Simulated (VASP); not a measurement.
Crystal: Ga4As3P.

```xyz
8
Lattice="3.8849 0.0000 0.0000 0.0000 3.8849 5.4941 0.0000 -3.8849 5.4941" Properties=species:S:1:pos:R:3 pbc="T T T"
Ga    0.0000    1.9425    2.7471
Ga    1.9425    0.0000    0.0000
Ga    1.9425    0.0000    5.4941
Ga    0.0000   -1.9425    2.7471
P     0.0000    0.0000    9.6147
As    1.9425   -1.9425    6.8676
As    0.0000    0.0000    4.1206
As    1.9425    1.9425    6.8676
```

```yaml
Program: VASP 6.6.1
Task: relaxation of cell and atoms
Functional: PBE
Potentials_or_basis: VASP PAW PBE potentials, release 64 (Ga_d, P, As)
Cutoff: 600 eV
k_mesh: 4 × 4 × 4
Occupations: gaussian, width 0.1 eV
Spin: no spin polarisation
```

At the start: pressure 8.7 GPa; volume 20.73 Å³/atom.

Q: Where does the relaxation end?

A: Over 6 steps the energy falls by 63.3 meV/atom and the volume is 22.96 Å³/atom (+10.8 %); space group Amm2 (No. 38, to 0.1 Å) before and after.

The path:
```tsv
step	energy change (eV)	largest force (eV/Å)	pressure (GPa)	volume (Å³)
1	0.0000	0.8355	8.71	165.84
2	-0.4011	0.1497	-2.98	194.39
3	-0.4940	0.3264	-0.24	184.76
4	-0.4938	0.3357	0.04	184.36
5	-0.5035	0.1657	0.06	184.00
6	-0.5064	0.0318	0.17	183.70
```

Final structure:
```
Ga P As
1.0
     4.03964    0.00000    0.00000
     0.00000    4.01635    5.66120
     0.00000   -4.01635    5.66120
Ga P As
4 1 3
Direct
  0.00000 0.50717 0.99721
  0.50000 0.99523 0.99523
  0.50000 0.49998 0.49998
  0.00000 0.99721 0.50717
  0.00000 0.87492 0.87492
  0.50000 0.37518 0.87513
  0.00000 0.37517 0.37517
  0.50000 0.87513 0.37518
```
